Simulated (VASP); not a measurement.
# TaO (P6/mmm) in VASP: notebook

The runs below take TaO through single point, with PBEsol-based screened hybrid with 25 % exact exchange, PBEsol-based global hybrid with 25 % exact exchange, PBE0, HSE06.

Program: VASP 6.6.1. These are calculated values, not measurements. Logs are shortened: lines on timing, memory, paths and dates and some standing lists are left out, and cuts for length are marked.

**1. The cell of the first run**

Symmetry: P6/mmm, No. 191, hexagonal system. The conventional cell has a = 3.066 Å, b = 3.066 Å, c = 3.855 Å, α = 90.00°, β = 90.00°, γ = 120.00°. Ta (site symmetry 6/mmm) has 2 O at 1.93 Å within 2.6 Å. Within 2.6 Å of O (site symmetry 6/mmm) lie 2 Ta at 1.93 Å.

**2. Single point, PBEsol-based screened hybrid with 25 % exact exchange**

POSCAR reads:

```
TaO
1.0
    3.0661100000      0.0000000000      0.0000000000
   -1.5330600000      2.6553300000      0.0000000000
    0.0000000000      0.0000000000      3.8550200000
Ta O
1 1
Direct
    0.0000000000      0.0000000000      0.5000000000
    0.0000000000      0.0000000000      0.0000000000
```

INCAR.step1 reads:

```
  PREC = Accurate
  ENCUT = 520
  EDIFF = 1E-5
  ISMEAR = -1
  SIGMA = 0.05
  LREAL = False
  LASPH = True
  NELM = 120
  ALGO = Normal
  ISIF = 2
  LWAVE = True
  GGA = PE
  NBANDS = 16
  GGA_COMPAT = False
```

INCAR.step2 reads:

```
  PREC = Accurate
  ENCUT = 520
  EDIFF = 1E-6
  ISMEAR = -1
  SIGMA = 0.05
  LREAL = False
  LASPH = True
  NELM = 120
  ALGO = Normal
  ISIF = 2
  LWAVE = False
  LCHARG = True
  GGA = PS
  LHFCALC = True
  AEXX = 0.25
  HFSCREEN = 0.207
  PRECFOCK = Normal
  LELF = True
  LVHAR = True
  ISTART = 1
  NBANDS = 16
  GGA_COMPAT = False
```

KPOINTS reads:

```
Automatic mesh
0
Gamma
  5 5 4
```

Potentials or basis: VASP PAW PBE potentials, release 64 (Ta_sv_GW, O).

Started as:

```
$ cat potpaw_PBE.64/Ta_sv_GW/POTCAR potpaw_PBE.64/O/POTCAR > POTCAR
$ cp INCAR.step1 INCAR
$ mpirun -np 1 vasp_std > vasp.out
$ cp INCAR.step2 INCAR
$ mpirun -np 1 vasp_std > vasp.out
```

OUTCAR:

```text
PREC = Accurate
   ENCUT = 520
   EDIFF = 1E-6
   ISMEAR = -1
   LREAL = False
   LASPH = True
   NELM = 120
   ISIF = 2
   GGA = PS
   LHFCALC = True
   AEXX = 0.25
   HFSCREEN = 0.207
   PRECFOCK = Normal
   ISTART = 1

 ion  position               nearest neighbor table
   1  0.000  0.000  0.500-   2 1.93   2 1.93
   2  0.000  0.000  0.000-   1 1.93   1 1.93

  LATTYP: Found a hexagonal cell.
 ALAT       =     3.0661100000
 C/A-ratio  =     1.2572999664

  Lattice vectors:

 A1 = (   3.0661100000,   0.0000000000,   0.0000000000)
 A2 = (  -1.5330600000,   2.6553300000,   0.0000000000)
 A3 = (   0.0000000000,   0.0000000000,   3.8550200000)

Analysis of symmetry for initial positions (statically):
=====================================================================
 Subroutine PRICEL returns:
 Original cell was already a primitive cell.

 Routine SETGRP: Setting up the symmetry group for a
 hexagonal supercell.

 Subroutine GETGRP returns: Found 24 space group operations
 (whereof 24 operations were pure point group operations)
 out of a pool of 24 trial point group operations.

The static configuration has the point symmetry D_6h.

Analysis of symmetry for dynamics (positions and initial velocities):
=====================================================================
 Subroutine PRICEL returns:
 Original cell was already a primitive cell.

 Routine SETGRP: Setting up the symmetry group for a
 hexagonal supercell.

 Subroutine GETGRP returns: Found 24 space group operations
 (whereof 24 operations were pure point group operations)
 out of a pool of 24 trial point group operations.

The dynamic configuration has the point symmetry D_6h.

 Subroutine INISYM returns: Found 24 space group operations
 (whereof 24 operations are pure point group operations),
 and found     1 'primitive' translations

----------------------------------------------------------------------------------------

                                     Primitive cell

  volume of cell :      31.3858

  direct lattice vectors                    reciprocal lattice vectors
     3.066110000  0.000000000  0.000000000     0.326146159  0.188301127  0.000000000
    -1.533060000  2.655330000  0.000000000     0.000000000  0.376601025  0.000000000
     0.000000000  0.000000000  3.855020000     0.000000000  0.000000000  0.259402026

  length of vectors
     3.066110000  3.066113235  3.855020000     0.376601423  0.376601025  0.259402026

  position of ions in fractional coordinates (direct lattice)
     0.000000000  0.000000000  0.500000000
     0.000000000  0.000000000  0.000000000

  ion indices of the primitive-cell ions
   primitive index   ion index
                 1           1
                 2           2

----------------------------------------------------------------------------------------

 KPOINTS: Automatic mesh

Automatic generation of k-mesh.
 Grid dimensions read from file:
 generate k-points for:    5    5    4

 Generating k-lattice:

  Cartesian coordinates                     Fractional coordinates (reciprocal lattice)
     0.065229232  0.037660225  0.000000000     0.200000000  0.000000000  0.000000000
     0.000000000  0.075320205  0.000000000     0.000000000  0.200000000  0.000000000
     0.000000000  0.000000000  0.064850507     0.000000000  0.000000000  0.250000000

  Length of vectors
     0.075320285  0.075320205  0.064850507

  Shift w.r.t. Gamma in fractional coordinates (k-lattice)
     0.000000000  0.000000000  0.000000000

 Subroutine IBZKPT returns following result:
 ===========================================

 Found     15 irreducible k-points:

 Following reciprocal coordinates:
            Coordinates               Weight
  0.000000  0.000000  0.000000      1.000000
  0.200000 -0.000000  0.000000      6.000000
  0.400000 -0.000000  0.000000      6.000000
  0.200000  0.200000  0.000000      6.000000
  0.400000  0.200000  0.000000      6.000000
  0.000000  0.000000  0.250000      2.000000
  0.200000 -0.000000  0.250000     12.000000
  0.400000 -0.000000  0.250000     12.000000
  0.200000  0.200000  0.250000     12.000000
  0.400000  0.200000  0.250000     12.000000
  0.000000  0.000000  0.500000      1.000000
  0.200000 -0.000000  0.500000      6.000000
  0.400000 -0.000000  0.500000      6.000000
  0.200000  0.200000  0.500000      6.000000
  0.400000  0.200000  0.500000      6.000000
   k-points           NKPTS =     15   k-points in BZ     NKDIM =    100   number of bands    NBANDS=     16
   number of dos      NEDOS =    301   number of ions     NIONS =      2
   total plane-waves  NPLWV =  17280
   dimension x,y,z NGX =    24 NGY =   24 NGZ =   30
   dimension x,y,z NGXF=    48 NGYF=   48 NGZF=   60
   ions per type =               1   1
   NGX,Y,Z   is equivalent  to a cutoff of  13.01, 13.01, 12.94 a.u.
   NGXF,Y,Z  is equivalent  to a cutoff of  26.03, 26.03, 25.87 a.u.
 SYSTEM =  unknown system
   PREC   = accura    normal or accurate (medium, high low for compatibility)
   ISTART =      1    job   : 0-new  1-cont  2-samecut
   ICHARG =      0    charge: 1-file 2-atom 10-const
   ISPIN  =      1    spin polarized calculation?
   LNONCOLLINEAR =      F non collinear calculations
   LSORBIT =      F    spin-orbit coupling
   LASPH  =      T    aspherical Exc in radial PAW
   ENCUT  =  520.0 eV  38.22 Ry    6.18 a.u.   5.70  5.70  7.17*2*pi/ulx,y,z
   NELM   =    120;   NELMIN=  2; NELMDL=  0     # of ELM steps
   EDIFF  = 0.1E-05   stopping-criterion for ELM
   LREAL  =      F    real-space projection
   EDIFFG = 0.1E-04   stopping-criterion for IOM
   NSW    =      0    number of steps for IOM
   IBRION =     -1    ionic relax: 0-MD 1-quasi-New 2-CG
   NFREE  =      0    steps in history (QN), initial steepest desc. (CG)
   ISIF   =      2    stress and relaxation
   ISYM   =      3    0-nonsym 1-usesym 2-fastsym
   POTIM  = 0.5000    time-step for ionic-motion
   TEBEG  =    0.0;   TEEND  =   0.0 temperature during run
   PSTRESS=    0.0 pullay stress
   NELECT =      19.0000    total number of electrons
   NUPDOWN=      -1.0000    fix difference up-down
   EMIN   =  10.00;   EMAX   =-10.00  energy-range for DOS
   EFERMI =   0.00;   METHOD = LEGACY
   ISMEAR =    -1;   SIGMA  =   0.05  broadening in eV -4-tet -1-fermi 0-gaus
   EFERMI_NEDOS =   21; number of points for ismear=-14 and -15
   IALGO  =     38    algorithm
   IMIX   =      1    mixing-type and parameters
     AMIX     =   0.40;   BMIX     =  1.00
     AMIX_MAG =   1.60;   BMIX_MAG =  1.00
  volume/ion in A,a.u.               =      15.69       105.90
  Fermi-wavevector in a.u.,A,eV,Ry     =   1.384889  2.617061 26.094865  1.917919
  Thomas-Fermi vector in A             =   2.509351
   LORBIT       =      0    0 simple, 1 ext, 2 COOP (PROOUT), +10 PAW based schemes
   GGA     = PS    functional components
   LHFCALC =     T    Hartree Fock is set to
   PRECFOCK=normal    Normal, Fast or Accurate (Low or Medium for compatibility)
   ENCUT4O =  -1.0   cutoff for four orbital integrals eV
   NKREDX  =     1    reduce k-point grid by
   NKREDY  =     1    reduce k-point grid by
   NKREDZ  =     1    reduce k-point grid by
   AEXX    =    0.2500 exact exchange contribution
   HFSCREEN=    0.2070 screening length (either q_TF or 0.3 A-1)
   HFSCREENC=   0.2070 screening length for correlation (either q_TF or 0.3 A-1)
   ENCUTFOCK=  -1.0 apply spherical cutoff to Coloumb kernel
   IVDW    =     0    specifies the selected vdW correction
   LEPSILON=     F    determine dielectric tensor
   LRPA    =     F    only Hartree local field effects (RPA)
 non-spin polarized calculation
  energy-cutoff  :      520.00
  volume of cell :       31.39
 maximum number of plane-waves:       858
 NGX is ok and might be reduce to    24
  NGX = 18; NGY = 18; NGZ = 24

 number of electron      19.0000006 magnetization

 Free energy of the ion-electron system (eV)
  ---------------------------------------------------
  ext. energy  EPLUGINS =         0.00000000
  ---------------------------------------------------
  free energy    TOTEN  =       -26.39958300 eV

  energy without entropy =      -26.39429520  energy(sigma->0) =      -26.39693910

 E-fermi :   6.3340     XC(G=0):  -9.4008

 val. band max:        6.0903136344   @ k =   0.2000  -0.0000   0.5000
 cond. band min:       6.3700174653   @ k =   0.4000  -0.0000   0.0000
 fundamental gap:      0.2797038309
 Fermi energy:         6.3340334308

 k-point     1 :       0.0000    0.0000    0.0000
  band No.  band energies     occupation
      1     -66.0542      2.00000
      2     -31.3446      2.00000
      3     -30.5160      2.00000
      4     -30.5160      2.00000
      5     -15.6486      2.00000
      6       0.1711      2.00000
[... 8 lines left out ...]
     15      14.9246      0.00000
     16      18.3167      0.00000

 k-point     2 :       0.2000   -0.0000    0.0000
  band No.  band energies     occupation
      1     -66.0369      2.00000
      2     -31.3161      2.00000
      3     -30.7564      2.00000
      4     -30.5675      2.00000
      5     -15.4877      2.00000
      6       0.8502      2.00000
[... 8 lines left out ...]
     15      17.5507      0.00000
     16      19.2536      0.00000

 k-point     3 :       0.4000   -0.0000    0.0000
  band No.  band energies     occupation
      1     -66.0103      2.00000
      2     -31.2705      2.00000
      3     -31.1339      2.00000
      4     -30.6518      2.00000
      5     -15.2187      2.00000
      6       0.5001      2.00000
[... 8 lines left out ...]
     15      17.9353      0.00000
     16      19.7432      0.00000

 k-point     4 :       0.2000    0.2000    0.0000
  band No.  band energies     occupation
      1     -66.0148      2.00000
      2     -31.2791      2.00000
      3     -30.9990      2.00000
      4     -30.7030      2.00000
      5     -15.2713      2.00000
      6       0.7703      2.00000
[... 8 lines left out ...]
     15      20.1108      0.00000
     16      20.5370      0.00000
[... 153 lines left out ...]
 k-point    13 :       0.4000   -0.0000    0.5000
  band No.  band energies     occupation
      1     -66.0079      2.00000
      2     -31.4555      2.00000
      3     -31.1203      2.00000
      4     -30.6393      2.00000
      5     -13.4883      2.00000
      6      -2.5310      2.00000
[... 8 lines left out ...]
     15      16.1593      0.00000
     16      20.4153      0.00000

 k-point    14 :       0.2000    0.2000    0.5000
  band No.  band energies     occupation
      1     -66.0134      2.00000
      2     -31.4660      2.00000
      3     -30.9859      2.00000
      4     -30.6914      2.00000
      5     -13.5386      2.00000
      6      -2.5743      2.00000
[... 8 lines left out ...]
     15      17.3875      0.00000
     16      19.0228      0.00000

 k-point    15 :       0.4000    0.2000    0.5000
  band No.  band energies     occupation
      1     -65.9997      2.00000
      2     -31.4392      2.00000
      3     -31.1014      2.00000
      4     -30.8075      2.00000
      5     -13.4091      2.00000
      6      -2.4579      2.00000
[... 8 lines left out ...]
     15      17.5816      0.00000
     16      19.1814      0.00000

------------------------ aborting loop because EDIFF is reached ----------------------------------------

  FORCE on cell =-STRESS in cart. coord.  units (eV):
  Direction    XX          YY          ZZ          XY          YZ          ZX
  --------------------------------------------------------------------------------------
  -------------------------------------------------------------------------------------
  Total       -1.2288941     -1.2288949     -3.8519174      0.0000023      0.0000000      0.0000000
  in kB      -62.7324383    -62.7324785   -196.6322203      0.0001181      0.0000000      0.0000000
  external PRESSURE =    -107.3657124 kB  Pullay stress =       0.0000000 kB

 VOLUME and BASIS-vectors are now :
 -----------------------------------------------------------------------------
  energy-cutoff  :      520.00
  volume of cell :       31.39
      direct lattice vectors                 reciprocal lattice vectors
     3.066110000  0.000000000  0.000000000     0.326146159  0.188301127  0.000000000
    -1.533060000  2.655330000  0.000000000     0.000000000  0.376601025  0.000000000
     0.000000000  0.000000000  3.855020000     0.000000000  0.000000000  0.259402026

 POSITION                                       TOTAL-FORCE (eV/Angst)
 -----------------------------------------------------------------------------------
      0.00000      0.00000      1.92751         0.000000      0.000000      0.000000
      0.00000      0.00000      0.00000        -0.000000      0.000000      0.000000
 -----------------------------------------------------------------------------------
    total drift:                                0.000001     -0.000000      0.000000

  FREE ENERGIE OF THE ION-ELECTRON SYSTEM (eV)
  ---------------------------------------------------
  free  energy   TOTEN  =       -26.3995829982 eV

  energy  without entropy=      -26.3942951967  energy(sigma->0) =      -26.39693910
```

It took 11 min on 1 thread of Intel Xeon 6975P-C (Granite Rapids), shared host; peak memory 0.26 GiB.

What came out:

| Quantity | Value |
| --- | --- |
| Free energy | -26.3996 eV |
| Pressure | -10.7 GPa |
| Band gap on the k mesh | zero (an odd number of electrons rules out a gap without spin polarisation) |

Levels at points of the mesh, in eV from the Fermi level:
```csv
k point,band 7,band 8,band 9,band 10,band 11,band 12
"(0.00, 0.00, 0.00)",-4.65,-3.22,-3.22,0.71,0.71,3.80
"(0.00, 0.00, 0.50)",-5.79,-4.36,-4.36,0.81,0.81,4.45
```

Caveat: the k points lie up to 0.47 Å⁻¹ apart, too coarse for converged energies and pressures of a metal; the PAW data sets were made with another functional, which shifts forces and pressure a little; spin-orbit coupling is left out, which moves the levels of the heavy elements; an odd number of electrons without spin polarisation forces a metal; a magnetic or distorted state may lie lower.

**3. Single point, PBEsol-based global hybrid with 25 % exact exchange**

This run uses another cell than the first one, of 14.98 Å³/atom.

POSCAR reads:

```
TaO
1.0
    3.0168199092      0.0000028403      0.0000000000
   -1.5084124144      2.6126412598      0.0000000000
    0.0000000000      0.0000000000      3.8022295408
Ta O
1 1
Direct
    0.0000000000      0.0000000000      0.5000000000
    0.0000000000      0.0000000000      0.0000000000
```

INCAR.step1 reads:

```
  PREC = Accurate
  ENCUT = 520
  EDIFF = 1E-5
  ISMEAR = -1
  SIGMA = 0.05
  LREAL = F
  LASPH = T
  NELM = 60
  ALGO = Normal
  ISIF = 2
  LWAVE = T
  LCHARG = F
  GGA = PE
  NBANDS = 16
```

INCAR.step2 reads:

```
  PREC = Accurate
  ENCUT = 520
  EDIFF = 1E-6
  ISMEAR = -1
  SIGMA = 0.05
  LREAL = F
  LASPH = T
  NELM = 60
  ALGO = Normal
  ISIF = 2
  LWAVE = F
  LCHARG = F
  GGA = PS
  LHFCALC = T
  AEXX = 0.25
  PRECFOCK = Normal
  ISTART = 1
  NBANDS = 16
```

KPOINTS is that of step 2.

Potentials or basis: VASP PAW PBE potentials, release 64 (Ta_pv, O).

Started as:

```
$ cat potpaw_PBE.64/Ta_pv/POTCAR potpaw_PBE.64/O/POTCAR > POTCAR
$ cp INCAR.step1 INCAR
$ mpirun -np 1 vasp_std > vasp.out
$ cp INCAR.step2 INCAR
$ mpirun -np 1 vasp_std > vasp.out
```

Run time: 48 min. Hardware: 1 thread of Intel Xeon 8259CL, shared host; peak memory 0.16 GiB.

Results (log left out):

* Free energy: -25.7426 eV
* Pressure: -1.0 GPa
* Band gap on the k mesh: zero (an odd number of electrons rules out a gap without spin polarisation)

Stress tensor (GPa, compression positive):
```
-1.99  0.00  0.00
 0.00 -1.99  0.00
 0.00  0.00  1.04
```

Levels at points of the mesh, in eV from the Fermi level:
```csv
k point,band 6,band 7,band 8,band 9,band 10,band 11
"(0.00, 0.00, 0.00)",-4.76,-3.42,-3.42,1.35,1.35,4.61
"(0.00, 0.00, 0.50)",-6.18,-4.65,-4.65,1.41,1.41,5.14
```

Caveat: the k points lie up to 0.48 Å⁻¹ apart, too coarse for converged energies and pressures of a metal; the PAW data sets were made with another functional, which shifts forces and pressure a little; spin-orbit coupling is left out, which moves the levels of the heavy elements; an odd number of electrons without spin polarisation forces a metal; a magnetic or distorted state may lie lower.

(Continued in part 2 of 2.)

The gap in the log of VASP goes by the Fermi energy; the results here count the filled bands.